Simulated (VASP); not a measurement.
# K3SBr (Pm-3m) in VASP: a series of runs, part 2 of 2

VASP 6.6.1.

### 3 Relaxation of cell and atoms, PBE

This run uses another cell than the first one, of 41.82 Å³/atom.

Input file INCAR:

```
  PREC = Accurate
  ENCUT = 600
  EDIFF = 1E-7
  ISMEAR = 0
  SIGMA = 0.02
  LREAL = False
  LASPH = True
  NELM = 100
  ALGO = Normal
  ISIF = 3
  LWAVE = False
  LCHARG = False
  GGA = PE
  IBRION = 2
  NSW = 100
  EDIFFG = -0.01
```

Input file KPOINTS:

```
regular mesh
0
Gamma
  6 6 6
```

Input file POSCAR:

```
K3SBr
1.0
    5.9353271808      0.0000000000      0.0000000000
    0.0000000000      5.9353271808      0.0000000000
    0.0000000000      0.0000000000      5.9353271808
K S Br
3 1 1
Direct
    0.0000000000      0.5000000000      0.0000000000
    0.0000000000      0.0000000000      0.5000000000
    0.5000000000      0.0000000000      0.0000000000
    0.5000000000      0.5000000000      0.5000000000
    0.0000000000      0.0000000000      0.0000000000
```

Potentials or basis: VASP PAW PBE potentials, release 64 (K_sv, S, Br).

Launch:

```sh
$ cat potpaw_PBE.64/K_sv/POTCAR potpaw_PBE.64/S/POTCAR potpaw_PBE.64/Br/POTCAR > POTCAR
$ mpirun -np 1 vasp_std > vasp.out
```

It took 2.9 min on 1 thread of AMD EPYC 9R45 (Zen 5), shared host; peak memory 0.38 GiB.

It converged, with:

```
Free energy                           : -13.5351 eV
Relaxed volume                        : 42.62 Å³/atom
Relaxed cell                          : a = 5.973 Å, b = 5.973 Å, c = 5.973 Å, α = 90.00°, β = 90.00°, γ = 90.00°
Space group after relaxing (to 0.1 Å) : Pm-3m (No. 221)
Energy gained by relaxing             : 0.6 meV/atom
Ionic steps                           : 3
Pressure after relaxing               : 0.0 GPa
Band gap on the k mesh                : 0.99 eV
```

The path:
| step | energy change (eV) | largest force (eV/Å) | pressure (GPa) | volume (Å³) |
| --- | --- | --- | --- | --- |
| 1 | 0.0000 | 0.0000 | 0.26 | 209.09 |
| 2 | -0.0024 | 0.0000 | 0.12 | 211.11 |
| 3 | -0.0031 | 0.0000 | 0.00 | 213.11 |

Final structure:
```
CELL_PARAMETERS angstrom
5.97309 0.00000 0.00000
0.00000 5.97309 0.00000
0.00000 0.00000 5.97309
ATOMIC_POSITIONS crystal
K 0.00000 0.50000 0.00000
K 0.00000 0.00000 0.50000
K 0.50000 0.00000 0.00000
S 0.50000 0.50000 0.50000
Br 0.00000 0.00000 0.00000
```

Levels at points of the mesh, in eV from the valence-band top:
```csv
k point,band 16,band 17,band 18,band 19,band 20,band 21,band 22,band 23,band 24
"(0.00, 0.00, 0.00)",-4.00,-4.00,0.00,0.00,0.00,0.99,3.20,3.20,3.45
"(0.50, 0.00, 0.00)",-4.04,-4.04,-0.57,-0.05,-0.05,2.45,3.05,3.68,4.04
"(0.50, 0.50, 0.00)",-4.61,-4.07,-0.34,-0.34,-0.05,3.15,3.16,3.96,3.96
"(0.50, 0.50, 0.50)",-4.64,-4.64,-0.26,-0.26,-0.26,3.67,3.67,3.67,4.18
```

A k mesh can miss the band edges.

### 4 Single point, PBE

This run uses another cell than the first one, of 31.56 Å³/atom.

Input file INCAR:

```
  PREC = Accurate
  ENCUT = 520
  EDIFF = 1E-6
  ISMEAR = 0
  SIGMA = 0.1
  LREAL = False
  LASPH = True
  NELM = 100
  ALGO = Normal
  ISIF = 2
  LWAVE = False
  LCHARG = False
  GGA = PE
  NBANDS = 28
```

Input file KPOINTS:

```
regular mesh
0
Gamma
  4 4 4
```

Changes to POSCAR since step 3:

```diff
@@ -2,5 +2,5 @@
 1.0
-    5.9353271808      0.0000000000      0.0000000000
-    0.0000000000      5.9353271808      0.0000000000
-    0.0000000000      0.0000000000      5.9353271808
+    5.4036991500      0.0000000000      0.0000000000
+    0.0000000000      5.4036991500      0.0000000000
+    0.0000000000      0.0000000000      5.4036991500
 K S Br
```

Potentials or basis: VASP PAW PBE potentials, release 64 (K_sv, S, Br).

Launch:

```sh
$ cat potpaw_PBE.64/K_sv/POTCAR potpaw_PBE.64/S/POTCAR potpaw_PBE.64/Br/POTCAR > POTCAR
$ mpirun -np 1 vasp_std > vasp.out
```

OUTCAR:

```text
PREC = Accurate
   ENCUT = 520
   EDIFF = 1E-6
   ISMEAR = 0
   LREAL = False
   LASPH = True
   NELM = 100
   ISIF = 2
   GGA = PE

 ion  position               nearest neighbor table
   1  0.000  0.500  0.000-   5 2.70   5 2.70
   2  0.000  0.000  0.500-   5 2.70   5 2.70
   3  0.500  0.000  0.000-   5 2.70   5 2.70
   4  0.500  0.500  0.500-
   5  0.000  0.000  0.000-   1 2.70   2 2.70   3 2.70   2 2.70   1 2.70   3 2.70

  LATTYP: Found a simple cubic cell.
[... 493 lines left out ...]
  Direction    XX          YY          ZZ          XY          YZ          ZX
  --------------------------------------------------------------------------------------
  -------------------------------------------------------------------------------------
  Total        7.6682952      7.6682952      7.6682952      0.0000000      0.0000000      0.0000000
  in kB       77.8638583     77.8638583     77.8638583      0.0000000      0.0000000      0.0000000
  external PRESSURE =      77.8638583 kB  Pullay stress =       0.0000000 kB

 VOLUME and BASIS-vectors are now :
 -----------------------------------------------------------------------------
  energy-cutoff  :      520.00
  volume of cell :      157.79
      direct lattice vectors                 reciprocal lattice vectors
     5.403699150  0.000000000  0.000000000     0.185058415  0.000000000  0.000000000
     0.000000000  5.403699150  0.000000000     0.000000000  0.185058415  0.000000000
     0.000000000  0.000000000  5.403699150     0.000000000  0.000000000  0.185058415

 POSITION                                       TOTAL-FORCE (eV/Angst)
 -----------------------------------------------------------------------------------
      0.00000      2.70185      0.00000         0.000000      0.000000      0.000000
      0.00000      0.00000      2.70185         0.000000      0.000000      0.000000
      2.70185      0.00000      0.00000         0.000000      0.000000      0.000000
      2.70185      2.70185      2.70185         0.000000      0.000000      0.000000
      0.00000      0.00000      0.00000         0.000000      0.000000      0.000000
 -----------------------------------------------------------------------------------
    total drift:                                0.000000      0.000000     -0.000000

  FREE ENERGIE OF THE ION-ELECTRON SYSTEM (eV)
  ---------------------------------------------------
  free  energy   TOTEN  =       -12.5145989166 eV

  energy  without entropy=      -12.5145989166  energy(sigma->0) =      -12.51459892
```

OSZICAR:

```text
N       E                     dE             d eps       ncg     rms          rms(c)
DAV:   1     0.297803635753E+03    0.29780E+03   -0.18166E+04   560   0.126E+03
DAV:   2     0.890581857045E+01   -0.28890E+03   -0.28128E+03   700   0.343E+02
DAV:   3    -0.132037572123E+02   -0.22110E+02   -0.22048E+02   848   0.773E+01
DAV:   4    -0.139588745450E+02   -0.75512E+00   -0.75325E+00   832   0.136E+01
DAV:   5    -0.139944922459E+02   -0.35618E-01   -0.35615E-01   820   0.210E+00    0.109E+01
DAV:   6    -0.125771402253E+02    0.14174E+01   -0.35504E+00   620   0.550E+00    0.813E+00
DAV:   7    -0.125014903549E+02    0.75650E-01   -0.69533E-01   700   0.294E+00    0.467E+00
DAV:   8    -0.125205288526E+02   -0.19038E-01   -0.21315E-01   748   0.173E+00    0.100E+00
DAV:   9    -0.125133504416E+02    0.71784E-02   -0.50447E-02   680   0.507E-01    0.420E-01
DAV:  10    -0.125144826501E+02   -0.11322E-02   -0.77073E-03   688   0.339E-01    0.787E-02
DAV:  11    -0.125145151094E+02   -0.32459E-04   -0.80953E-04   756   0.136E-01    0.531E-02
DAV:  12    -0.125145901442E+02   -0.75035E-04   -0.13899E-04   648   0.560E-02    0.276E-02
DAV:  13    -0.125145990423E+02   -0.88981E-05   -0.26122E-05   784   0.203E-02    0.704E-03
DAV:  14    -0.125145989166E+02    0.12573E-06   -0.33281E-06   644   0.713E-03
   1 F= -.12514599E+02 E0= -.12514599E+02  d E =-.458766E-11
```

It took 23 s on 1 thread of AMD EPYC 9R45 (Zen 5), shared host; peak memory 0.22 GiB.

What came out:

```
Free energy            : -12.5146 eV
Pressure               : 7.8 GPa
Band gap on the k mesh : 1.86 eV
```

Caveat: the cell stands under pressure.

### 5 The runs side by side

| task | cell | k mesh | cutoff (eV) | smearing | gap on the mesh (eV) | pressure (GPa) |
| --- | --- | --- | --- | --- | --- | --- |
| single point | a = 5.965 Å, 5 atoms | 6 × 6 × 6 | 520 | gaussian 0.02 eV | 1.00 | 0.0 |
| relaxation of cell and atoms | relaxed from a = 5.935 Å, 5 atoms | 6 × 6 × 6 | 600 | gaussian 0.02 eV | 0.99 | 0.0 |
| single point | a = 5.404 Å, 5 atoms | 4 × 4 × 4 | 520 | gaussian 0.1 eV | 1.86 | 7.8 |

Alike in all rows: level PBE; potentials or basis VASP PAW PBE potentials, release 64 (K_sv, S, Br); no spin polarisation.

Caveats: the cell stands under pressure (at least some runs).

Total energies depend on the potentials used, so only differences within one code and one set of settings carry meaning.
